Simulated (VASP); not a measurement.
# Pb in VASP: single point with PBE

Aim: the single point of Pb with PBE.

Program: VASP 6.6.1. These are calculated values, not measurements. Logs are shortened: lines on timing, memory, paths and dates and some standing lists are left out, and cuts for length are marked.

**1. The cell of the first run**

The cell holds a slab with vacuum, 3 atoms: a = 3.565 Å, b = 3.565 Å, c = 19.041 Å, α = 90.00°, β = 90.00°, γ = 90.00°.

**2. Single point, PBE**

The input, INCAR:

```
SYSTEM = Pb
PREC = Accurate ; ENCUT = 520
EDIFF = 1E-6 ; ISMEAR = 0
SIGMA = 0.1 ; LREAL = .FALSE.
LASPH = .TRUE. ; NELM = 100
ALGO = Fast ; ISIF = 2
LWAVE = .FALSE. ; LCHARG = .TRUE.
LDIPOL = .TRUE. ; IDIPOL = 3
DIPOL = 0.5 0.5 0.494 ; GGA = PE
LELF = .TRUE. ; LVHAR = .TRUE.
LVACPOTAV = .TRUE. ; NBANDS = 28
```

The input, KPOINTS:

```
regular mesh
0
G
  8 8 1
  0 0 0
```

The input, POSCAR:

```
Pb
1.0
    3.5647511668      0.0000000000      0.0000000000
    0.0000000000      3.5647511668      0.0000000000
    0.0000000000      0.0000000000     19.0413194465
Pb
3
Direct
    0.5000000000      0.5000000000      0.3676215831
    0.0000000000      0.0000000000      0.4941670213
    0.5000000000      0.5000000000      0.6206024536
```

Potentials or basis: VASP PAW PBE potentials, release 64 (Pb_d).

On the command line:

```console
$ cat potpaw_PBE.64/Pb_d/POTCAR > POTCAR
$ mpirun -np 1 vasp_std > vasp.out
```

OUTCAR:

```text
SYSTEM = Pb
   PREC = Accurate
   ENCUT = 520
   EDIFF = 1E-6
   ISMEAR = 0
   LREAL = .FALSE.
   LASPH = .TRUE.
   NELM = 100
   ISIF = 2
   GGA = PE

 ion  position               nearest neighbor table
   1  0.500  0.500  0.368-   2 3.49   2 3.49   2 3.49   2 3.49
   2  0.000  0.000  0.494-   3 3.49   3 3.49   3 3.49   3 3.49   1 3.49   1 3.49   1 3.49   1 3.49

   3  0.500  0.500  0.621-   2 3.49   2 3.49   2 3.49   2 3.49

  LATTYP: Found a simple tetragonal cell.
 ALAT       =     3.5647511668
 C/A-ratio  =     5.3415564104

  Lattice vectors:

 A1 = (   3.5647511668,   0.0000000000,   0.0000000000)
 A2 = (   0.0000000000,   3.5647511668,   0.0000000000)
 A3 = (   0.0000000000,   0.0000000000,  19.0413194465)

Analysis of symmetry for initial positions (statically):
=====================================================================
 Subroutine PRICEL returns:
 Original cell was already a primitive cell.

 Routine SETGRP: Setting up the symmetry group for a
 simple tetragonal supercell.

 Subroutine GETGRP returns: Found  8 space group operations
 (whereof  8 operations were pure point group operations)
 out of a pool of 16 trial point group operations.

The static configuration has the point symmetry C_4v.

Analysis of symmetry for dynamics (positions and initial velocities):
=====================================================================
 Subroutine PRICEL returns:
 Original cell was already a primitive cell.

 Routine SETGRP: Setting up the symmetry group for a
 simple tetragonal supercell.

 Subroutine GETGRP returns: Found  8 space group operations
 (whereof  8 operations were pure point group operations)
 out of a pool of 16 trial point group operations.

The dynamic configuration has the point symmetry C_4v.

 Subroutine INISYM returns: Found  8 space group operations
 (whereof  8 operations are pure point group operations),
 and found     1 'primitive' translations

----------------------------------------------------------------------------------------

                                     Primitive cell

  volume of cell :     241.9666

  direct lattice vectors                    reciprocal lattice vectors
     3.564751167  0.000000000  0.000000000     0.280524489  0.000000000  0.000000000
     0.000000000  3.564751167  0.000000000     0.000000000  0.280524489  0.000000000
     0.000000000  0.000000000 19.041319447     0.000000000  0.000000000  0.052517369

  length of vectors
     3.564751167  3.564751167 19.041319447     0.280524489  0.280524489  0.052517369

  position of ions in fractional coordinates (direct lattice)
     0.500000000  0.500000000  0.367621583
     0.000000000  0.000000000  0.494167021
     0.500000000  0.500000000  0.620602454

  ion indices of the primitive-cell ions
   primitive index   ion index
                 1           1
                 2           2
                 3           3

----------------------------------------------------------------------------------------

 KPOINTS: regular mesh

Automatic generation of k-mesh.
 Grid dimensions read from file:
 generate k-points for:    8    8    1

 Generating k-lattice:

  Cartesian coordinates                     Fractional coordinates (reciprocal lattice)
     0.035065561  0.000000000  0.000000000     0.125000000  0.000000000  0.000000000
     0.000000000  0.035065561  0.000000000     0.000000000  0.125000000  0.000000000
     0.000000000  0.000000000  0.052517369     0.000000000  0.000000000  1.000000000

  Length of vectors
     0.035065561  0.035065561  0.052517369

  Shift w.r.t. Gamma in fractional coordinates (k-lattice)
     0.000000000  0.000000000  0.000000000

 Subroutine IBZKPT returns following result:
 ===========================================

 Found     15 irreducible k-points:

 Following reciprocal coordinates:
            Coordinates               Weight
  0.000000  0.000000  0.000000      1.000000
  0.125000  0.000000  0.000000      4.000000
  0.250000  0.000000  0.000000      4.000000
  0.375000  0.000000  0.000000      4.000000
  0.500000  0.000000  0.000000      2.000000
  0.125000  0.125000  0.000000      4.000000
  0.250000  0.125000  0.000000      8.000000
  0.375000  0.125000  0.000000      8.000000
  0.500000  0.125000  0.000000      4.000000
  0.250000  0.250000  0.000000      4.000000
  0.375000  0.250000  0.000000      8.000000
  0.500000  0.250000  0.000000      4.000000
  0.375000  0.375000  0.000000      4.000000
  0.500000  0.375000  0.000000      4.000000
  0.500000  0.500000  0.000000      1.000000
   k-points           NKPTS =     15   k-points in BZ     NKDIM =     15   number of bands    NBANDS=     28
   number of dos      NEDOS =    301   number of ions     NIONS =      3
   total plane-waves  NPLWV = 112896
   dimension x,y,z NGX =    28 NGY =   28 NGZ =  144
   dimension x,y,z NGXF=    56 NGYF=   56 NGZF=  288
   ions per type =               3
   NGX,Y,Z   is equivalent  to a cutoff of  13.06, 13.06, 12.57 a.u.
   NGXF,Y,Z  is equivalent  to a cutoff of  26.12, 26.12, 25.14 a.u.
 SYSTEM =  Pb
   PREC   = accura    normal or accurate (medium, high low for compatibility)
   ISTART =      0    job   : 0-new  1-cont  2-samecut
   ICHARG =      2    charge: 1-file 2-atom 10-const
   ISPIN  =      1    spin polarized calculation?
   LNONCOLLINEAR =      F non collinear calculations
   LSORBIT =      F    spin-orbit coupling
   LASPH  =      T    aspherical Exc in radial PAW
   ENCUT  =  520.0 eV  38.22 Ry    6.18 a.u.   6.63  6.63 35.40*2*pi/ulx,y,z
   NELM   =    100;   NELMIN=  2; NELMDL= -5     # of ELM steps
   EDIFF  = 0.1E-05   stopping-criterion for ELM
   LREAL  =      F    real-space projection
   EDIFFG = 0.1E-04   stopping-criterion for IOM
   NSW    =      0    number of steps for IOM
   IBRION =     -1    ionic relax: 0-MD 1-quasi-New 2-CG
   NFREE  =      0    steps in history (QN), initial steepest desc. (CG)
   ISIF   =      2    stress and relaxation
   ISYM   =      2    0-nonsym 1-usesym 2-fastsym
   POTIM  = 0.5000    time-step for ionic-motion
   TEBEG  =    0.0;   TEEND  =   0.0 temperature during run
   PSTRESS=    0.0 pullay stress
   NELECT =      42.0000    total number of electrons
   NUPDOWN=      -1.0000    fix difference up-down
   EMIN   =  10.00;   EMAX   =-10.00  energy-range for DOS
   EFERMI =   0.00;   METHOD = LEGACY
   ISMEAR =     0;   SIGMA  =   0.10  broadening in eV -4-tet -1-fermi 0-gaus
   EFERMI_NEDOS =   21; number of points for ismear=-14 and -15
   IALGO  =     68    algorithm
   IMIX   =      4    mixing-type and parameters
     AMIX     =   0.40;   BMIX     =  1.00
     AMIX_MAG =   1.60;   BMIX_MAG =  1.00
  volume/ion in A,a.u.               =      80.66       544.29
  Fermi-wavevector in a.u.,A,eV,Ry     =   0.913214  1.725725 11.346723  0.833961
  Thomas-Fermi vector in A             =   2.037700
   LORBIT       =      0    0 simple, 1 ext, 2 COOP (PROOUT), +10 PAW based schemes
   GGA     = PE    functional components
   LHFCALC =     F    Hartree Fock is set to
   AEXX    =    0.0000 exact exchange contribution
   IVDW    =     0    specifies the selected vdW correction
   LEPSILON=     F    determine dielectric tensor
   LRPA    =     F    only Hartree local field effects (RPA)
 non-spin polarized calculation
 RMM-DIIS sequential band-by-band and
 Gauss-broadening in eV      SIGMA  =   0.10
  energy-cutoff  :      520.00
  volume of cell :      241.97
 maximum number of plane-waves:      6567
 NGX is ok and might be reduce to    28
   NGX = 13   NGY = 13   NGZ = 71

 dipolmoment           0.000000      0.000000     -0.000009 electrons x Angstroem

 number of electron      42.0000009 magnetization

 dipolmoment           0.000000      0.000000      0.000084 electrons x Angstroem

 Free energy of the ion-electron system (eV)
  ---------------------------------------------------
  ext. energy  EPLUGINS =         0.00000000
  ---------------------------------------------------
  free energy    TOTEN  =       -10.10090751 eV

  energy without entropy =      -10.08963289  energy(sigma->0) =      -10.09527020

 E-fermi :   0.4210     XC(G=0):  -4.7305

 val. band max:        0.2690292196   @ k =   0.2500   0.0000   0.0000
 cond. band min:       0.4326262498   @ k =   0.3750   0.0000   0.0000
 fundamental gap:      0.1635970302
 Fermi energy:         0.4209579762

 k-point     1 :       0.0000    0.0000    0.0000
  band No.  band energies     occupation
      1     -16.7310      2.00000
      2     -16.7034      2.00000
      3     -16.6943      2.00000
      4     -16.6580      2.00000
      5     -16.6092      2.00000
      6     -16.6092      2.00000
[... 20 lines left out ...]
     27       5.0296      0.00000
     28       5.2836      0.00000

 k-point     2 :       0.1250    0.0000    0.0000
  band No.  band energies     occupation
      1     -16.7115      2.00000
      2     -16.6870      2.00000
      3     -16.6762      2.00000
      4     -16.6480      2.00000
      5     -16.6104      2.00000
      6     -16.6038      2.00000
[... 20 lines left out ...]
     27       4.7468      0.00000
     28       5.5933      0.00000

 k-point     3 :       0.2500    0.0000    0.0000
  band No.  band energies     occupation
      1     -16.6898      2.00000
      2     -16.6715      2.00000
      3     -16.6335      2.00000
      4     -16.6237      2.00000
      5     -16.5912      2.00000
      6     -16.5910      2.00000
[... 20 lines left out ...]
     27       5.0751      0.00000
     28       5.4245      0.00000

 k-point     4 :       0.3750    0.0000    0.0000
  band No.  band energies     occupation
      1     -16.6738      2.00000
      2     -16.6653      2.00000
      3     -16.6471      2.00000
      4     -16.6339      2.00000
      5     -16.5957      2.00000
      6     -16.5809      2.00000
[... 299 lines left out ...]
     27       3.0956      0.00000
     28       5.8168      0.00000

 k-point    14 :       0.5000    0.3750    0.0000
  band No.  band energies     occupation
      1     -16.7148      2.00000
      2     -16.7081      2.00000
      3     -16.6442      2.00000
      4     -16.6421      2.00000
      5     -16.6242      2.00000
      6     -16.6065      2.00000
[... 20 lines left out ...]
     27       2.8746      0.00000
     28       5.8407      0.00000

 k-point    15 :       0.5000    0.5000    0.0000
  band No.  band energies     occupation
      1     -16.7249      2.00000
      2     -16.7249      2.00000
      3     -16.6525      2.00000
      4     -16.6346      2.00000
      5     -16.6243      2.00000
      6     -16.6243      2.00000
[... 20 lines left out ...]
     27       2.6172      0.00000
     28       5.1623      0.00000

------------------------ aborting loop because EDIFF is reached ----------------------------------------

  FORCE on cell =-STRESS in cart. coord.  units (eV):
  Direction    XX          YY          ZZ          XY          YZ          ZX
  --------------------------------------------------------------------------------------
  -------------------------------------------------------------------------------------
  Total       -0.8326538     -0.8326538     -0.0990546      0.0000000      0.0000000     -0.0000000
  in kB       -5.5134007     -5.5134007     -0.6558881      0.0000000      0.0000000     -0.0000000
  external PRESSURE =      -3.8942298 kB  Pullay stress =       0.0000000 kB

 VOLUME and BASIS-vectors are now :
 -----------------------------------------------------------------------------
  energy-cutoff  :      520.00
  volume of cell :      241.97
      direct lattice vectors                 reciprocal lattice vectors
     3.564751167  0.000000000  0.000000000     0.280524489  0.000000000  0.000000000
     0.000000000  3.564751167  0.000000000     0.000000000  0.280524489  0.000000000
     0.000000000  0.000000000 19.041319447     0.000000000  0.000000000  0.052517369

 POSITION                                       TOTAL-FORCE (eV/Angst)
 -----------------------------------------------------------------------------------
      1.78238      1.78238      7.00000         0.000000      0.000000      0.013488
      0.00000      0.00000      9.40959        -0.000000      0.000000     -0.003648
      1.78238      1.78238     11.81709         0.000000     -0.000000     -0.009840
 -----------------------------------------------------------------------------------
    total drift:                                0.000000      0.000000      0.000249

  FREE ENERGIE OF THE ION-ELECTRON SYSTEM (eV)
  ---------------------------------------------------
  free  energy   TOTEN  =       -10.1009075087 eV

  energy  without entropy=      -10.0896328913  energy(sigma->0) =      -10.09527020

 vacuum level on the upper side and lower side of the slab         4.152         4.151
```

It took 2.8 min on 1 thread of Intel Xeon 6975P-C, shared host; peak memory 0.35 GiB.

Results:

```yaml
Free_energy: -10.1009 eV
Largest_force: 0.013 eV/Å
Band_gap_on_the_k_mesh: zero (band 21 reaches 2.77 eV, above the bottom of band 22 at -0.59 eV)
```

Forces on the atoms (eV/Å):
```
Pb   0.000  0.000  0.013
Pb   0.000  0.000 -0.004
Pb   0.000  0.000 -0.010
```

Caveat: spin-orbit coupling is left out, which moves the levels of the heavy elements.
